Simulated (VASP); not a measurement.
AlNi:

```
CELL_PARAMETERS angstrom
0.00000 2.31278 2.31278
2.31278 0.00000 2.31278
2.31278 2.31278 0.00000
ATOMIC_POSITIONS crystal
Al 0.00000 0.00000 0.00000
Ni 0.75000 0.75000 0.75000
```

- Program: VASP 6.6.1
- Task: relaxation of cell and atoms
- Functional: PBE
- Potentials or basis: VASP PAW PBE potentials, release 64 (Al, Ni)
- Cutoff: 600 eV
- k mesh: 6 × 6 × 6
- Occupations: gaussian, width 0.1 eV
- Spin: no spin polarisation

At the start: pressure 70.8 GPa; volume 12.37 Å³/atom.

Problem. How do energy, volume and symmetry change on relaxing?

Solution. Over 4 steps the energy falls by 1046.0 meV/atom and the volume is 19.33 Å³/atom (+56.2 %); space group F-43m (No. 216, to 0.1 Å) before and after.

Step by step:
```
step  energy change (eV)  largest force (eV/Å)  pressure (GPa)  volume (Å³)
   1              0.0000                0.0000           70.79        24.74
   2             -1.6552                0.0000           -9.69        49.93
   3             -2.0915                0.0000            0.60        38.17
   4             -2.0919                0.0000           -0.28        38.66
```

Final structure:
```
Al Ni
1.0
     0.00000    2.68371    2.68371
     2.68371    0.00000    2.68371
     2.68371    2.68371    0.00000
Al Ni
1 1
Direct
  0.00000 0.00000 0.00000
  0.75000 0.75000 0.75000
```

Caveat: the k points lie up to 0.34 Å⁻¹ apart in the final cell, too coarse for converged energies and pressures of a metal; the volume moved by over 15 % at a fixed basis, so the end points are rough.
